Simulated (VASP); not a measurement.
# Sc (Fd-3m) in VASP: a series of runs

Runs on Sc. Level: LDA. Tasks: single point, relaxation of cell and atoms.

Everything below comes from runs of VASP 6.6.1. Logs are shortened: lines on timing, memory, paths and dates and some standing lists are left out, and cuts for length are marked.

## Step 1: The cell of the first run

It takes space group Fd-3m (No. 227, cubic). The conventional cell has a = 5.997 Å, b = 5.997 Å, c = 5.997 Å, α = 90.00°, β = 90.00°, γ = 90.00°. Sc (site symmetry -43m) has 4 Sc at 2.60 Å within 3.4 Å.

## Step 2: Single point, LDA

The input, INCAR:

```
PREC     = Accurate       # precision mode
ENCUT    = 520            # plane-wave cutoff, eV
EDIFF    = 1E-7           # SCF threshold, eV
ISMEAR   = -1             # smearing method
SIGMA    = 0.05           # smearing width, eV
LREAL    = False          # projectors in reciprocal space
LASPH    = True           # aspherical terms in the spheres
NELM     = 60             # most SCF steps
ALGO     = Normal         # electronic algorithm
ISIF     = 2              # what is computed and relaxed
LWAVE    = False          # write WAVECAR
LCHARG   = True           # write CHGCAR
LELF     = True           # ELF
LVHAR    = True         
NBANDS   = 18             # bands
```

The input, KPOINTS:

```
regular mesh
0
Gamma
  6 6 6
```

The input, POSCAR:

```
Sc
1.0
    0.0000000000      2.9984857765      2.9984857765
    2.9984857765      0.0000000000      2.9984857765
    2.9984857765      2.9984857765      0.0000000000
Sc
2
Direct
    1.0000000000      1.0000000000      1.0000000000
    0.2500000000      0.2500000000      0.2500000000
```

Potentials or basis: VASP PAW LDA potentials, release 64 (Sc_sv).

Run with:

```
> cat potpaw_LDA.64/Sc_sv/POTCAR > POTCAR
> mpirun -np 1 vasp_std > vasp.out
```

OUTCAR:

```text
PREC = Accurate
   ENCUT = 520
   EDIFF = 1E-7
   ISMEAR = -1
   LREAL = False
   LASPH = True
   NELM = 60
   ISIF = 2

 ion  position               nearest neighbor table
   1  0.000  0.000  0.000-   2 2.60   2 2.60   2 2.60   2 2.60
   2  0.250  0.250  0.250-   1 2.60   1 2.60   1 2.60   1 2.60

  LATTYP: Found a face centered cubic cell.
 ALAT       =     5.9969715530

  Lattice vectors:

 A1 = (   0.0000000000,   2.9984857765,   2.9984857765)
 A2 = (   2.9984857765,   0.0000000000,   2.9984857765)
 A3 = (   2.9984857765,   2.9984857765,   0.0000000000)

Analysis of symmetry for initial positions (statically):
=====================================================================
 Subroutine PRICEL returns:
 Original cell was already a primitive cell.

 Routine SETGRP: Setting up the symmetry group for a
 face centered cubic supercell.

 Subroutine GETGRP returns: Found 48 space group operations
 (whereof 24 operations were pure point group operations)
 out of a pool of 48 trial point group operations.

The static configuration has the point symmetry T_d .
 The point group associated with its full space group is O_h .

Analysis of symmetry for dynamics (positions and initial velocities):
=====================================================================
 Subroutine PRICEL returns:
 Original cell was already a primitive cell.

 Routine SETGRP: Setting up the symmetry group for a
 face centered cubic supercell.

 Subroutine GETGRP returns: Found 48 space group operations
 (whereof 24 operations were pure point group operations)
 out of a pool of 48 trial point group operations.

The dynamic configuration has the point symmetry T_d .
 The point group associated with its full space group is O_h .

 Subroutine INISYM returns: Found 48 space group operations
 (whereof 24 operations are pure point group operations),
 and found     1 'primitive' translations

----------------------------------------------------------------------------------------

                                     Primitive cell

  volume of cell :      53.9183

  direct lattice vectors                    reciprocal lattice vectors
     0.000000000  2.998485776  2.998485776    -0.166750833  0.166750833  0.166750833
     2.998485776  0.000000000  2.998485776     0.166750833 -0.166750833  0.166750833
     2.998485776  2.998485776  0.000000000     0.166750833  0.166750833 -0.166750833

[... 69 lines left out ...]
   LNONCOLLINEAR =      F non collinear calculations
   LSORBIT =      F    spin-orbit coupling
   LASPH  =      T    aspherical Exc in radial PAW
   ENCUT  =  520.0 eV  38.22 Ry    6.18 a.u.   7.88  7.88  7.88*2*pi/ulx,y,z
   NELM   =     60;   NELMIN=  2; NELMDL= -5     # of ELM steps
   EDIFF  = 0.1E-06   stopping-criterion for ELM
   LREAL  =      F    real-space projection
   EDIFFG = 0.1E-05   stopping-criterion for IOM
   NSW    =      0    number of steps for IOM
   IBRION =     -1    ionic relax: 0-MD 1-quasi-New 2-CG
   NFREE  =      0    steps in history (QN), initial steepest desc. (CG)
   ISIF   =      2    stress and relaxation
   ISYM   =      2    0-nonsym 1-usesym 2-fastsym
   POTIM  = 0.5000    time-step for ionic-motion
   TEBEG  =    0.0;   TEEND  =   0.0 temperature during run
   PSTRESS=    0.0 pullay stress
   NELECT =      22.0000    total number of electrons
   NUPDOWN=      -1.0000    fix difference up-down
   EMIN   =  10.00;   EMAX   =-10.00  energy-range for DOS
   EFERMI =   0.00;   METHOD = LEGACY
   ISMEAR =    -1;   SIGMA  =   0.05  broadening in eV -4-tet -1-fermi 0-gaus
   EFERMI_NEDOS =   21; number of points for ismear=-14 and -15
   IALGO  =     38    algorithm
   IMIX   =      4    mixing-type and parameters
     AMIX     =   0.40;   BMIX     =  1.00
     AMIX_MAG =   1.60;   BMIX_MAG =  1.00
  volume/ion in A,a.u.               =      26.96       181.93
  Fermi-wavevector in a.u.,A,eV,Ry     =   1.214238  2.294577 20.060067  1.474373
  Thomas-Fermi vector in A             =   2.349664
   LORBIT       =      0    0 simple, 1 ext, 2 COOP (PROOUT), +10 PAW based schemes
   GGA     = CA    functional components
   LHFCALC =     F    Hartree Fock is set to
   AEXX    =    0.0000 exact exchange contribution
   IVDW    =     0    specifies the selected vdW correction
   LEPSILON=     F    determine dielectric tensor
   LRPA    =     F    only Hartree local field effects (RPA)
 non-spin polarized calculation
  energy-cutoff  :      520.00
  volume of cell :       53.92
 maximum number of plane-waves:      1464
   NGX = 15   NGY = 15   NGZ = 15

 number of electron      22.0000004 magnetization

 Free energy of the ion-electron system (eV)
  ---------------------------------------------------
  ext. energy  EPLUGINS =         0.00000000
  ---------------------------------------------------
  free energy    TOTEN  =        -9.56409327 eV

  energy without entropy =       -9.54462211  energy(sigma->0) =       -9.55435769

 E-fermi :   2.7093     XC(G=0):  -9.5475

 val. band max:        2.6062168254   @ k =  -0.3333   0.3333   0.0000
 cond. band min:       2.7167780854   @ k =   0.5000   0.1667   0.0000
 fundamental gap:      0.1105612600
 Fermi energy:         2.7092650595

 k-point     1 :       0.0000    0.0000    0.0000
  band No.  band energies     occupation
      1     -46.3583      2.00000
      2     -45.8367      2.00000
      3     -25.5423      2.00000
      4     -25.5423      2.00000
      5     -25.5423      2.00000
      6     -24.7895      2.00000
[... 313 lines left out ...]
      5     -25.1722      2.00000
      6     -25.1722      2.00000
[... 10 lines left out ...]
     17       6.8043      0.00000
     18       6.8238      0.00000

------------------------ aborting loop because EDIFF is reached ----------------------------------------

  FORCE on cell =-STRESS in cart. coord.  units (eV):
  Direction    XX          YY          ZZ          XY          YZ          ZX
  --------------------------------------------------------------------------------------
  -------------------------------------------------------------------------------------
  Total        0.0480802      0.0480802      0.0480802      0.0000000      0.0000000      0.0000000
  in kB        1.4286983      1.4286983      1.4286983      0.0000000      0.0000000      0.0000000
  external PRESSURE =       1.4286983 kB  Pullay stress =       0.0000000 kB

 VOLUME and BASIS-vectors are now :
 -----------------------------------------------------------------------------
  energy-cutoff  :      520.00
  volume of cell :       53.92
      direct lattice vectors                 reciprocal lattice vectors
     0.000000000  2.998485776  2.998485776    -0.166750833  0.166750833  0.166750833
     2.998485776  0.000000000  2.998485776     0.166750833 -0.166750833  0.166750833
     2.998485776  2.998485776  0.000000000     0.166750833  0.166750833 -0.166750833

 POSITION                                       TOTAL-FORCE (eV/Angst)
 -----------------------------------------------------------------------------------
      0.00000      0.00000      0.00000        -0.000000     -0.000000     -0.000000
      1.49924      1.49924      1.49924         0.000000      0.000000      0.000000
 -----------------------------------------------------------------------------------
    total drift:                               -0.000000      0.000000      0.000000

  FREE ENERGIE OF THE ION-ELECTRON SYSTEM (eV)
  ---------------------------------------------------
  free  energy   TOTEN  =        -9.5640932727 eV

  energy  without entropy=       -9.5446221146  energy(sigma->0) =       -9.55435769
```

Run time: 5.9 s. Hardware: 1 thread of Intel Xeon 6975P-C (Granite Rapids), shared host; peak memory 0.15 GiB.

Results:

```yaml
Free_energy: -9.5641 eV
Pressure: 0.1 GPa
Band_gap_on_the_k_mesh: zero (band 11 reaches 3.08 eV, above the bottom of band 12 at 2.50 eV)
```

[end of part 1 of 2]
